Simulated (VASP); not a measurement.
# Ti (P6_3/mmc) in VASP: a series of runs, part 2 of 2

VASP 6.6.1. Earlier steps stand in the parts before.

**4. Single point, PBE**

Contents of INCAR:

```
ALGO     = Normal         # electronic algorithm
EDIFF    = 1E-6           # SCF threshold, eV
ENCUT    = 520            # plane-wave cutoff, eV
GGA      = PE             # functional
ISIF     = 2              # what is computed and relaxed
ISMEAR   = -1             # smearing method
LASPH    = True           # aspherical terms in the spheres
LCHARG   = False          # write CHGCAR
LREAL    = False          # projectors in reciprocal space
LWAVE    = False          # write WAVECAR
NBANDS   = 19             # bands
NELM     = 100            # most SCF steps
PREC     = Accurate       # precision mode
SIGMA    = 0.15           # smearing width, eV
```

Contents of KPOINTS:

```
k-points
0
Gamma
  14 14 8
```

Contents of POSCAR:

```
Ti
1.0
    2.9499978604      0.0000000000      0.0000000000
   -1.4749989302      2.5547730882      0.0000000000
    0.0000000000      0.0000000000      4.6860000000
Ti
2
Direct
    0.3333333333      0.6666666667      0.2500000000
    0.6666666667      0.3333333333      0.7500000000
```

Potentials or basis: VASP PAW PBE potentials, release 64 (Ti_sv).

Launch:

```
$ cat potpaw_PBE.64/Ti_sv/POTCAR > POTCAR
$ mpirun -np 1 vasp_std > vasp.out
```

OUTCAR:

```text
EDIFF = 1E-6
   ENCUT = 520
   GGA = PE
   ISIF = 2
   ISMEAR = -1
   LASPH = True
   LREAL = False
   NELM = 100
   PREC = Accurate

 ion  position               nearest neighbor table
   1  0.333  0.667  0.250-   2 2.90   2 2.90   2 2.90   2 2.90   2 2.90   2 2.90
   2  0.667  0.333  0.750-   1 2.90   1 2.90   1 2.90   1 2.90   1 2.90   1 2.90

  LATTYP: Found a hexagonal cell.
 ALAT       =     2.9499978604
 C/A-ratio  =     1.5884757284

  Lattice vectors:

[... 714 lines left out ...]

 [... further k-points ...]

------------------------ aborting loop because EDIFF is reached ----------------------------------------

  FORCE on cell =-STRESS in cart. coord.  units (eV):
  Direction    XX          YY          ZZ          XY          YZ          ZX
  --------------------------------------------------------------------------------------
  -------------------------------------------------------------------------------------
  Total       -0.2997276     -0.2997276     -0.3384878      0.0000000     -0.0000000      0.0000000
  in kB      -13.5975621    -13.5975621    -15.3559714      0.0000000     -0.0000000      0.0000000
  external PRESSURE =     -14.1836985 kB  Pullay stress =       0.0000000 kB

 VOLUME and BASIS-vectors are now :
 -----------------------------------------------------------------------------
  energy-cutoff  :      520.00
  volume of cell :       35.32
      direct lattice vectors                 reciprocal lattice vectors
     2.949997860  0.000000000  0.000000000     0.338983297  0.195712098  0.000000000
    -1.474998930  2.554773088  0.000000000     0.000000000  0.391424195  0.000000000
     0.000000000  0.000000000  4.686000000     0.000000000  0.000000000  0.213401622

 POSITION                                       TOTAL-FORCE (eV/Angst)
 -----------------------------------------------------------------------------------
     -0.00000      1.70318      1.17150        -0.000000      0.000000      0.000000
      1.47500      0.85159      3.51450         0.000000     -0.000000      0.000000
 -----------------------------------------------------------------------------------
    total drift:                               -0.000000      0.000000     -0.000000

  FREE ENERGIE OF THE ION-ELECTRON SYSTEM (eV)
  ---------------------------------------------------
  free  energy   TOTEN  =       -15.7569152132 eV

  energy  without entropy=      -15.5616938469  energy(sigma->0) =      -15.65930453
```

Wall time 1.7 min (1 thread of Intel Xeon 8259CL, shared host); peak memory 0.2 GiB.

Results:

```
Free energy            : -15.7569 eV
Pressure               : -1.4 GPa
Band gap on the k mesh : zero (bands 12 and 13 overlap by 1.03 eV)
```

Stress tensor (GPa, compression positive):
```
-1.36  0.00  0.00
 0.00 -1.36  0.00
 0.00  0.00 -1.54
```

**5. Single point, PBE**

Contents of INCAR:

```
  PREC = Accurate
  ENCUT = 520
  EDIFF = 1E-7
  ISMEAR = 1
  SIGMA = 0.2
  LREAL = F
  LASPH = T
  NELM = 80
  ALGO = Normal
  ISIF = 2
  LWAVE = F
  LCHARG = T
  GGA = PE
  LELF = T
  LVHAR = T
  NBANDS = 19
```

Contents of KPOINTS:

```
Automatic mesh
0
Gamma
  14 14 8
```

POSCAR is that of step 4.

Launch:

```
$ cat potpaw_PBE.64/Ti_sv/POTCAR > POTCAR
$ mpirun -np 1 vasp_std > vasp.out
```

It took 1.8 min on 1 thread of Intel Xeon 8259CL, shared host; peak memory 0.2 GiB.

Results (log left out):

* Free energy: -15.6665 eV
* Pressure: -1.9 GPa
* Band gap on the k mesh: zero (bands 12 and 13 overlap by 1.03 eV)

Stress tensor (GPa, compression positive):
```
-1.80  0.00  0.00
 0.00 -1.80  0.00
 0.00  0.00 -2.24
```

Levels at points of the mesh, in eV from the Fermi level:
```
           k point  band 9  band 10  band 11  band 12  band 13  band 14  band 15  band 16
(0.00, 0.00, 0.00)   -6.18    -2.66     0.69     0.76     0.76     0.84     1.24     1.24
(0.50, 0.00, 0.00)   -2.33    -2.12    -1.82    -0.65     0.48     0.59     1.13     3.27
(0.00, 0.00, 0.50)   -4.35    -4.35     0.06     0.06     0.67     0.67     0.67     0.67
(0.50, 0.00, 0.50)   -2.51    -2.51    -0.81    -0.81     1.27     1.27     1.69     1.69
```

**6. Single point, PBE**

Contents of INCAR:

```
ALGO = Normal
EDIFF = 1E-7
ENCUT = 520
GGA = PE
ISIF = 2
ISMEAR = -5
LASPH = T
LCHARG = T
LELF = T
LREAL = F
LVHAR = T
LWAVE = F
NBANDS = 19
NELM = 80
PREC = Accurate
SIGMA = 0.1
```

Contents of KPOINTS:

```
k-points
0
Gamma
  14 14 8
```

POSCAR is that of step 5.

Potentials or basis: VASP PAW PBE potentials, release 64 (Ti_sv).

Launch:

```
$ cat potpaw_PBE.64/Ti_sv/POTCAR > POTCAR
$ mpirun -np 1 vasp_std > vasp.out
```

Run time: 85 s. Hardware: 1 thread of Intel Xeon 8259CL, shared host; peak memory 0.21 GiB.

The run converged. Its results:

- Free energy: -15.6688 eV
- Pressure: -1.9 GPa
- Band gap on the k mesh: zero (bands 12 and 13 overlap by 1.03 eV)

Stress tensor (GPa, compression positive):
```
-1.85  0.00  0.00
 0.00 -1.85  0.00
 0.00  0.00 -2.14
```

Levels at points of the mesh, in eV from the Fermi level:
```
           k point  band 9  band 10  band 11  band 12  band 13  band 14  band 15  band 16
(0.00, 0.00, 0.00)   -6.19    -2.67     0.68     0.75     0.75     0.83     1.23     1.23
(0.50, 0.00, 0.00)   -2.34    -2.13    -1.83    -0.65     0.47     0.58     1.12     3.26
(0.00, 0.00, 0.50)   -4.36    -4.36     0.05     0.05     0.66     0.66     0.66     0.66
(0.50, 0.00, 0.50)   -2.52    -2.52    -0.82    -0.82     1.26     1.26     1.68     1.68
```

Caveat: tetrahedron occupations give inexact forces and stress in metals.

**7. Overview**

| smearing | gap on the mesh (eV) | pressure (GPa) |
| --- | --- | --- |
| gaussian 0.05 eV | none | -1.9 |
| fermi-dirac 0.28 eV | none | 0.1 |
| fermi-dirac 0.15 eV | none | -1.4 |
| methfessel-paxton 0.2 eV | none | -1.9 |
| tetrahedron | none | -1.9 |

Alike in all rows: task single point; level PBE; potentials or basis VASP PAW PBE potentials, release 64 (Ti_sv); no spin polarisation; cell as given; k mesh 14 × 14 × 8; cutoff (eV) 520.

Caveats: so wide a smearing shifts energies and pressures (at least some runs); tetrahedron occupations give inexact forces and stress in metals (at least some runs).

Total energies depend on the potentials used, so only differences within one code and one set of settings carry meaning.
